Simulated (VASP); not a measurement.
Mg, 1 atom in the cell. Symmetry: Im-3m, No. 229, cubic system. The conventional cell has a = 3.507 Å, b = 3.507 Å, c = 3.507 Å, α = 90.00°, β = 90.00°, γ = 90.00°. Within 4.0 Å of Mg (site symmetry m-3m) lie 14 Mg at 3.04 to 3.51 Å. 

| Item | Value |
| --- | --- |
| Program | VASP 6.6.1 |
| Task | single point |
| Functional | LDA |
| Potentials or basis | VASP PAW LDA potentials, release 64 (Mg) |
| Cutoff | 520 eV |
| k mesh | 20 × 20 × 20 |
| Occupations | gaussian, width 0.1 eV |
| Spin | no spin polarisation |
| Dipole correction | no |
| Further INCAR settings | ALGO = Normal; EDIFF = 1e-07; NBANDS = 7 |

Potentials or basis: VASP PAW LDA potentials, release 64 (Mg).

Command:

```sh
$ cat potpaw_LDA.64/Mg/POTCAR > POTCAR
$ mpirun -np 1 vasp_std > vasp.out
```

Hardware: 1 thread of Intel Xeon 6975P-C (shared host).

Q: How long does it take, and how much memory?

A: It took 14 s on 1 thread of Intel Xeon 6975P-C, with other jobs on the host, peak memory 0.15 GiB. Counts: scf iterations 10, k points 256.
